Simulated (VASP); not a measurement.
# InAg2 (P-3m1) in VASP: further runs, part 2 of 2

VASP 6.6.1.

## (5) Relaxation of cell and atoms, PBE

Input file INCAR:

```
  PREC = Accurate
  ENCUT = 600
  EDIFF = 1E-6
  ISMEAR = 0
  SIGMA = 0.1
  LREAL = False
  LASPH = True
  NELM = 60
  ALGO = Normal
  ISIF = 3
  LWAVE = False
  LCHARG = False
  GGA = PE
  IBRION = 2
  NSW = 90
  EDIFFG = -0.04
```

Input file KPOINTS:

```
Automatic mesh
0
Gamma
  6 6 2
```

Input file POSCAR:

```
InAg2
1.0
    2.9916992700      0.0000000000      0.0000000000
   -1.4958496400      2.5908875700      0.0000000000
    0.0000000000      0.0000000000      7.8703313800
In Ag
1 2
Direct
    0.0000000000      0.0000000000      0.0000000000
    0.3333333300      0.6666666700      0.3308602500
    0.6666666700      0.3333333300      0.6691397500
```

Started as:

```
cat potpaw_PBE.64/In_d/POTCAR potpaw_PBE.64/Ag/POTCAR > POTCAR
mpirun -np 1 vasp_std > vasp.out
```

Wall time 80 s (1 thread of Intel Xeon Platinum 8488C (Sapphire Rapids), shared host); peak memory 0.2 GiB.

Results (log left out):

```
Free energy                           : -7.8649 eV
Relaxed volume                        : 20.69 Å³/atom
Relaxed cell                          : a = 3.278 Å, b = 3.278 Å, c = 6.669 Å, α = 90.00°, β = 90.00°, γ = 120.00°
Space group after relaxing (to 0.1 Å) : P-3m1 (No. 164)
Energy gained by relaxing             : 133.6 meV/atom
Ionic steps                           : 7
Pressure after relaxing               : 0.1 GPa
Largest force after relaxing          : 0.029 eV/Å
Band gap on the k mesh                : zero (an odd number of electrons rules out a gap without spin polarisation)
```

Forces on the atoms (eV/Å):
```
In   0.000  0.000  0.000
Ag   0.000  0.000 -0.029
Ag   0.000  0.000  0.029
```

Stress tensor (GPa, compression positive):
```
-0.04  0.00  0.00
 0.00 -0.04  0.00
 0.00  0.00  0.28
```

Step by step:
```
step  energy change (eV)  largest force (eV/Å)  pressure (GPa)  volume (Å³)
   1              0.0000                0.4294            0.46        61.00
   2             -0.1602                0.3163           -1.34        61.46
   3             -0.3904                0.1649           -0.35        62.06
   4             -0.3934                0.2548            0.07        62.05
   5             -0.3939                0.2265           -0.01        62.05
   6             -0.4001                0.0909            0.02        62.06
   7             -0.4008                0.0286            0.07        62.06
```

Final structure:
```yaml
crystal:
  lattice:
    - [3.27811, 0.00000, 0.00000]
    - [-1.63905, 2.83893, 0.00000]
    - [0.00000, 0.00000, 6.66901]
  atoms:
    - { symbol: In, position: [0.00000, 0.00000, 0.00000] }
    - { symbol: Ag, position: [0.33333, 0.66667, 0.33896] }
    - { symbol: Ag, position: [0.66667, 0.33333, 0.66104] }
```

Levels at points of the mesh, in eV from the Fermi level:
| k point | band 16 | band 17 | band 18 | band 19 | band 20 | band 21 |
| --- | --- | --- | --- | --- | --- | --- |
| (0.00, 0.00, 0.00) | -3.59 | -3.59 | -3.51 | 7.60 | 8.61 | 10.29 |
| (0.50, 0.00, 0.00) | -2.49 | -1.77 | 0.43 | 1.65 | 2.70 | 3.47 |
| (0.00, 0.00, 0.50) | -3.53 | -3.53 | -0.21 | 2.91 | 10.07 | 10.07 |
| (0.50, 0.00, 0.50) | -2.33 | -2.23 | -0.65 | 0.58 | 6.08 | 6.14 |

Caveat: the k points lie up to 0.47 Å⁻¹ apart in the final cell, too coarse for converged energies and pressures of a metal; a cell axis changed by over 15 % at a fixed basis, so the end point is rough; spin-orbit coupling is left out, which moves the levels of the heavy elements.

## (6) Relaxation of cell and atoms, PBE

This run uses another cell than the first one, of 20.67 Å³/atom.

Input file INCAR:

```
SYSTEM = InAg2
PREC = Accurate ; ENCUT = 600
EDIFF = 1E-6 ; ISMEAR = 0
SIGMA = 0.1 ; LREAL = .FALSE.
LASPH = .TRUE. ; NELM = 80
ALGO = Normal ; ISIF = 3
LWAVE = .FALSE. ; LCHARG = .FALSE.
GGA = PE ; IBRION = 2
NSW = 90 ; EDIFFG = -0.04
```

Input file KPOINTS:

```
regular mesh
0
G
  6 6 4
  0 0 0
```

Input file POSCAR:

```
InAg2
1.0
    3.2682281527      0.0000000000      0.0000000000
   -1.6341140764      2.8303686056      0.0000000000
    0.0000000000      0.0000000000      6.7026543274
In Ag
1 2
Direct
    0.0000000000      0.0000000000      0.0000000000
    0.3333333333      0.6666666667      0.3382769670
    0.6666666667      0.3333333333      0.6617230330
```

Potentials or basis: VASP PAW PBE potentials, release 64 (In_d, Ag).

Started as:

```
cat potpaw_PBE.64/In_d/POTCAR potpaw_PBE.64/Ag/POTCAR > POTCAR
mpirun -np 1 vasp_std > vasp.out
```

Wall time 54 s (1 thread of Intel Xeon Platinum 8488C (Sapphire Rapids), shared host); peak memory 0.22 GiB.

It converged, with:

| Quantity | Value |
| --- | --- |
| Free energy | -7.7939 eV |
| Relaxed volume | 20.52 Å³/atom |
| Relaxed cell | a = 3.259 Å, b = 3.259 Å, c = 6.695 Å, α = 90.00°, β = 90.00°, γ = 120.00° |
| Space group after relaxing (to 0.1 Å) | P-3m1 (No. 164) |
| Energy gained by relaxing | 0.2 meV/atom |
| Ionic steps | 2 |
| Pressure after relaxing | 0.0 GPa |
| Largest force after relaxing | 0.021 eV/Å |
| Band gap on the k mesh | zero (an odd number of electrons rules out a gap without spin polarisation) |

Forces in eV/Å, atoms in the order of the input:
```
In   0.000  0.000  0.000
Ag   0.000  0.000  0.021
Ag   0.000  0.000 -0.021
```

Stress tensor (GPa, compression positive):
```
-0.07  0.00  0.00
 0.00 -0.07  0.00
 0.00  0.00  0.23
```

Step by step:
```tsv
step	energy change (eV)	largest force (eV/Å)	pressure (GPa)	volume (Å³)
1	0.0000	0.0374	-0.38	62.00
2	-0.0007	0.0209	0.03	61.57
```

Final structure:
```cif
data_structure
_symmetry_space_group_name_H-M 'P 1'
_symmetry_Int_Tables_number 1
_cell_length_a 3.2587
_cell_length_b 3.2587
_cell_length_c 6.6947
_cell_angle_alpha 90.000
_cell_angle_beta 90.000
_cell_angle_gamma 120.000
_cell_volume 61.57
loop_
_atom_site_label
_atom_site_type_symbol
_atom_site_fract_x
_atom_site_fract_y
_atom_site_fract_z
_atom_site_occupancy
In1 In 0.00000 0.00000 0.00000 1
Ag1 Ag 0.33333 0.66667 0.33855 1
Ag2 Ag 0.66667 0.33333 0.66145 1
```

Levels at points of the mesh, in eV from the Fermi level:
```csv
k point,band 14,band 15,band 16,band 17,band 18,band 19,band 20,band 21
"(0.00, 0.00, 0.00)",-3.85,-3.60,-3.50,-3.50,-3.45,7.54,8.57,10.48
"(0.50, 0.00, 0.00)",-3.47,-3.29,-2.38,-1.71,0.52,1.74,2.82,3.58
"(0.00, 0.00, 0.50)",-3.85,-3.85,-3.44,-3.44,-0.22,2.89,10.27,10.27
"(0.50, 0.00, 0.50)",-3.47,-3.32,-2.26,-2.20,-0.52,0.75,6.14,6.18
```

Caveat: the k points lie up to 0.37 Å⁻¹ apart in the final cell, too coarse for converged energies and pressures of a metal; spin-orbit coupling is left out, which moves the levels of the heavy elements.

## (7) The runs side by side

```csv
task,cell,k mesh,cutoff (eV),gap on the mesh (eV),pressure (GPa),relaxed volume (Å³/atom),largest force (eV/Å)
single point,"a = 2.992, b = 2.992, c = 7.870 Å, angles 90.0, 90.0, 120.0°, 3 atoms, atomic positions A",6 × 6 × 2,520,none,0.5,-,0.43
single point,"a = 3.268, b = 3.268, c = 6.703 Å, angles 90.0, 90.0, 120.0°, 3 atoms, atomic positions B",6 × 6 × 2,520,none,0.0,-,0.01
single point,"a = 3.251, b = 3.251, c = 6.704 Å, angles 90.0, 90.0, 120.0°, 3 atoms, atomic positions C",6 × 6 × 4,520,none,0.2,-,-
relaxation of cell and atoms,"relaxed from a = 2.992, b = 2.992, c = 7.870 Å, angles 90.0, 90.0, 120.0°, 3 atoms, atomic positions A",6 × 6 × 2,600,none,0.1,20.69,0.03
relaxation of cell and atoms,"relaxed from a = 3.268, b = 3.268, c = 6.703 Å, angles 90.0, 90.0, 120.0°, 3 atoms, atomic positions B",6 × 6 × 4,600,none,0.0,20.52,0.02
```

Alike in all rows: level PBE; potentials or basis VASP PAW PBE potentials, release 64 (In_d, Ag); no spin polarisation; smearing gaussian 0.1 eV.

Caveats: all runs use coarse meshes; spin-orbit coupling is left out, which moves the levels of the heavy elements; a cell axis changed by over 15 % at a fixed basis, so the end point is rough (at least some runs).

Absolute energies hang on the potentials; compare differences alone.
